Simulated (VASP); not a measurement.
Ir:

```
CELL_PARAMETERS angstrom
0.00000 1.91560 1.91560
1.91560 0.00000 1.91560
1.91560 1.91560 0.00000
ATOMIC_POSITIONS crystal
Ir 0.00000 0.00000 0.00000
```

| Item | Value |
| --- | --- |
| Program | VASP 6.6.1 |
| Task | relaxation of cell and atoms |
| Functional | revPBE |
| Potentials or basis | VASP PAW PBE potentials, release 64 (Ir) |
| Cutoff | 600 eV |
| k mesh | 12 × 12 × 12 |
| Occupations | fermi-dirac, width 0.05 eV |
| Spin | no spin polarisation |

At the start: pressure 14.9 GPa; volume 14.06 Å³/atom.

How do energy, volume and symmetry change on relaxing?

Over 4 steps the energy falls by 25.2 meV/atom and the volume is 14.63 Å³/atom (+4.1 %); space group Fm-3m (No. 225, to 0.05 Å).

Step by step:
```csv
step,energy change (eV),largest force (eV/Å),pressure (GPa),volume (Å³)
1,0.0000,0.0000,14.85,14.06
2,0.2475,0.0000,-33.31,16.88
3,-0.0251,0.0000,-0.86,14.67
4,-0.0252,0.0000,-0.08,14.63
```

Final structure:
```
Ir
1.0
     0.00000    1.94121    1.94121
     1.94121    0.00000    1.94121
     1.94121    1.94121    0.00000
Ir
1
Direct
  0.00000 0.00000 0.00000
```

Caveat: the PAW data sets were made with another functional, which shifts forces and pressure a little.
